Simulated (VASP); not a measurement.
**RuC5: relaxation of cell and atoms with PBE**

Crystal: RuC5.

```xyz
6
Lattice="4.8076 0.0000 0.0000 -2.4038 4.1635 0.0000 0.0000 0.0000 2.7728" Properties=species:S:1:pos:R:3 pbc="T T T"
Ru    0.0000    0.0000    0.0000
C     2.4038    0.0000    0.0000
C    -1.2019    2.0817    0.0000
C     1.2019    2.0817    0.0000
C     0.0000    2.7756    0.0000
C     2.4038    1.3878    0.0000
```

| Quantity | Value |
| --- | --- |
| Program | VASP 6.6.1 |
| Task | relaxation of cell and atoms |
| Functional | PBE |
| Potentials or basis | VASP PAW PBE potentials, release 64 (Ru_pv, C) |
| Cutoff | 600 eV |
| k mesh | 6 × 6 × 6 |
| Occupations | gaussian, width 0.1 eV |
| Spin | no spin polarisation |
| Dipole correction | no |
| Further INCAR settings | ALGO = Normal; EDIFF = 1e-06; IBRION = 2; EDIFFG = -0.04; NSW = 90; ISIF = 3 |

```
Relaxed volume                         : 9.25 Å³/atom
Relaxed cell                           : a = 4.803 Å, b = 4.803 Å, c = 2.777 Å, α = 90.00°, β = 90.00°, γ = 120.00°
Space group after relaxing (to 0.05 Å) : P6/mmm (No. 191)
Energy gained by relaxing              : 0.1 meV/atom
Ionic steps                            : 3
Pressure after relaxing                : 0.5 GPa
Band gap on the k mesh                 : zero (band 17 reaches 7.42 eV, above the bottom of band 18 at 6.56 eV)
```

Stress tensor (GPa, compression positive):
```
0.51 0.00 0.00
0.00 0.51 0.00
0.00 0.00 0.63
```

The path:
```csv
step,energy change (eV),largest force (eV/Å),pressure (GPa),volume (Å³)
1,0.0000,0.0000,-0.07,55.50
2,-0.0003,0.0000,0.76,55.47
3,-0.0004,0.0000,0.55,55.48
```

Final structure:
```
Ru C
1.0
     4.80266    0.00000    0.00000
    -2.40133    4.15922    0.00000
     0.00000    0.00000    2.77733
Ru C
1 5
Cartesian
  0.0000 0.0000 0.0000
  2.4013 0.0000 0.0000
  -1.2007 2.0796 0.0000
  1.2007 2.0796 0.0000
  0.0000 2.7728 0.0000
  2.4013 1.3864 0.0000
```

Levels at points of the mesh, in eV from the Fermi level:
```csv
k point,band 15,band 16,band 17,band 18,band 19,band 20
"(0.00, 0.00, 0.00)",-0.54,0.18,0.18,0.45,1.04,2.15
"(0.50, 0.00, 0.00)",-1.79,-0.19,-0.06,0.58,2.50,4.33
"(0.00, 0.00, 0.50)",-1.80,-0.51,-0.51,-0.27,-0.27,0.32
"(0.50, 0.00, 0.50)",-1.41,-0.82,-0.39,0.00,1.55,3.01
```

It took 59 s on 1 thread of Intel(R) Xeon(R) 6975P-C (Granite Rapids) (shared host), peak memory 0.2 GiB.

Caveat: the k points lie up to 0.38 Å⁻¹ apart in the final cell.
